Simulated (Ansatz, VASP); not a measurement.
# GaP in VASP and in Ansatz

Contents of INCAR:

```
SYSTEM = GaP
PREC = Accurate
ENCUT = 500
EDIFF = 1E-6
ISMEAR = -1
SIGMA = 0.1
LREAL = .False.
LASPH = .True.
NELM = 120
ALGO = Normal
ISIF = 2
LWAVE = .False.
LCHARG = .False.
GGA = CA
NBANDS = 16
GGA_COMPAT = .False.
```

Contents of KPOINTS:

```
Automatic mesh
0
Gamma
  14 14 14
  0 0 0
```

POSCAR

```
GaP
1.0
    0.0000000000      2.3443501193      2.3443501193
    2.3443501193      0.0000000000      2.3443501193
    2.3443501193      2.3443501193      0.0000000000
Ga P
1 1
Direct
    0.0000000000      0.0000000000      0.0000000000
    0.5000000000      0.5000000000      0.5000000000
```

Input for Ansatz:

```yaml
crystal:
  lattice:
    - [0.0, 2.3443501193, 2.3443501193]
    - [2.3443501193, 0.0, 2.3443501193]
    - [2.3443501193, 2.3443501193, 0.0]
  atoms:
    - { symbol: Ga, position: [0.0, 0.0, 0.0] }
    - { symbol: P, position: [0.5, 0.5, 0.5] }
kpoints:
  mp_grid: { grid: [14, 14, 14] }
scf:
  occupations: { method: fermi_dirac, width: 0.1 }
hamiltonian:
  xc: lda
  pseudopotentials: { kind: paw }
output:
  forces: true
  stress: true
  eigenvalues: true
  populations: true
  write_density: true
  write_potential: true
  elf: true
  volumetric_format: npy
```

Change from the starting cell: volume scaled by 0.8, PAW files.

Alike in both runs: task single point; functional LDA; k mesh 14 × 14 × 14; occupations fermi-dirac, width 0.1 eV; no spin polarisation.

```csv
,VASP,Ansatz
version,VASP 6.6.1,Ansatz 0.2.0
potentials or method,"VASP PAW LDA potentials, release 64 (Ga_d, P)","PAW with Ansatz's default frozen-core files, scalar-relativistic"
plane-wave cutoff (eV),500,420
valence electrons in the cell,18,18
```

```csv
,VASP,Ansatz,Ansatz less VASP
pressure (GPa),38.8,38.4,-0.38
```

LDA's correlation is that of Perdew and Zunger in VASP and of Perdew and Wang (1992) in Ansatz. Both programs put the cell under a high pressure, so it lies far from rest at this level.
